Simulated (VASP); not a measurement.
Set up this calculation in VASP 6.6.1, as the native input.

| Property | Result |
| --- | --- |
| Task | single point |
| Functional | PBE |
| Dispersion | D4 |
| Potentials or basis | VASP PAW PBE potentials, release 64 (Ir) |
| Cutoff | 520 eV |
| k mesh | 13 × 13 × 13 |
| Occupations | methfessel-paxton, width 0.05 eV |
| Spin | no spin polarisation |
| Dipole correction | no |
| Further INCAR settings | ALGO = Normal; EDIFF = 1e-06; NBANDS = 10 |

The structure of Ir lies in POSCAR:

```
Ir
1.0
    0.0000000000      1.9192911463      1.9192911463
    1.9192911463      0.0000000000      1.9192911463
    1.9192911463      1.9192911463      0.0000000000
Ir
1
Direct
    0.0000000000      0.0000000000      0.0000000000
```

The input as run:

INCAR

```
SYSTEM = Ir
PREC = Accurate
ENCUT = 520
EDIFF = 1E-6
ISMEAR = 1
SIGMA = 0.05
LREAL = .FALSE.
LASPH = .TRUE.
NELM = 80
ALGO = Normal
ISIF = 2
LWAVE = .FALSE.
LCHARG = .FALSE.
GGA = PE
IVDW = 13
NBANDS = 10
```

KPOINTS

```
regular mesh
0
G
  13 13 13
  0 0 0
```

Potentials or basis: VASP PAW PBE potentials, release 64 (Ir).

Launch:

```console
$ cat potpaw_PBE.64/Ir/POTCAR > POTCAR
$ mpirun -np 1 vasp_std > vasp.out
```

It gave:

| Property | Result |
| --- | --- |
| Pressure | 0.6 GPa |
| Dispersion energy per atom | -0.924 eV |

Caveat: pairwise dispersion overbinds metals, which lowers pressure and volume.

It took 6.4 s on 1 thread of Intel Xeon 6975P-C, with other jobs on the host, peak memory 0.14 GiB.
